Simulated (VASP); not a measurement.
Crystal: Cs2AgBiBr6.

```xyz
10
Lattice="0.0000 5.6161 5.6161 5.6161 0.0000 5.6161 5.6161 5.6161 0.0000" Properties=species:S:1:pos:R:3 pbc="T T T"
Bi    0.0000    0.0000    0.0000
Cs    8.4242    8.4242    8.4242
Cs    2.8081    2.8081    2.8081
Ag    5.6161    5.6161    5.6161
Br    5.6161    5.6161    8.4180
Br    5.6161    5.6161    2.8142
Br    2.8142    5.6161    5.6161
Br    5.6161    8.4180    5.6161
Br    8.4180    5.6161    5.6161
Br    5.6161    2.8142    5.6161
```

Base run:

- Program: VASP 6.6.1
- Functional: PBEsol
- Potentials or basis: VASP PAW PBE potentials, release 64 (Bi_d, Cs_sv, Ag, Br)
- Cutoff: 520 eV
- k mesh: 4 × 4 × 4
- Occupations: fermi-dirac, width 0.05 eV
- Spin: no spin polarisation
- Hubbard terms: Ag d U = 8.0 eV

Its results: band gap on the k mesh 1.75 eV, indirect (least direct gap 2.65 eV); pressure -0.1 GPa; largest force 0.270 eV/Å.

Q: The run is repeated on the same cell with these changes: functional from PBEsol to PBE; hubbard terms from Ag d U = 8.0 eV to none. What comes out?

A: Band gap on the k mesh 1.27 eV, indirect (least direct gap 2.47 eV); pressure 1.9 GPa; largest force 0.294 eV/Å.

Several settings changed at once, so the effect can't be laid on one alone.

Caveats: spin-orbit coupling is left out, which moves the levels of the heavy elements; the PAW data sets were made with another functional, which shifts forces and pressure a little (some runs).

A k mesh can miss the band edges.
